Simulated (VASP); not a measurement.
# AlRu (rocksalt type): single point with PBE

The system is AlRu (rocksalt type).

```xyz
2
Lattice="0.0000 2.4928 2.4928 2.4928 0.0000 2.4928 2.4928 2.4928 0.0000" Properties=species:S:1:pos:R:3 pbc="T T T"
Ru    0.0000    0.0000    0.0000
Al    2.4928    2.4928    2.4928
```

- Program: VASP 6.6.1
- Task: single point
- Functional: PBE
- Potentials or basis: VASP PAW PBE potentials, release 64 (Ru_pv, Al)
- Cutoff: 520 eV
- k mesh: 14 × 14 × 14
- Occupations: fermi-dirac, width 0.1 eV
- Spin: no spin polarisation

| Quantity | Value |
| --- | --- |
| Pressure | 0.0 GPa |
| Band gap on the k mesh | zero (an odd number of electrons rules out a gap without spin polarisation) |

Levels at points of the mesh, in eV from the Fermi level:
| k point | band 7 | band 8 | band 9 | band 10 | band 11 | band 12 |
| --- | --- | --- | --- | --- | --- | --- |
| (0.00, 0.00, 0.00) | -1.98 | -1.68 | -1.68 | 6.55 | 6.55 | 6.55 |
| (0.50, 0.00, 0.00) | -2.79 | -0.32 | -0.32 | 1.27 | 7.33 | 7.93 |
| (0.50, 0.50, 0.00) | -0.95 | 0.08 | 0.08 | 2.16 | 2.41 | 2.41 |

Wall time 61 s on 1 thread of Intel Xeon 8259CL, on a shared host, peak memory 0.19 GiB.
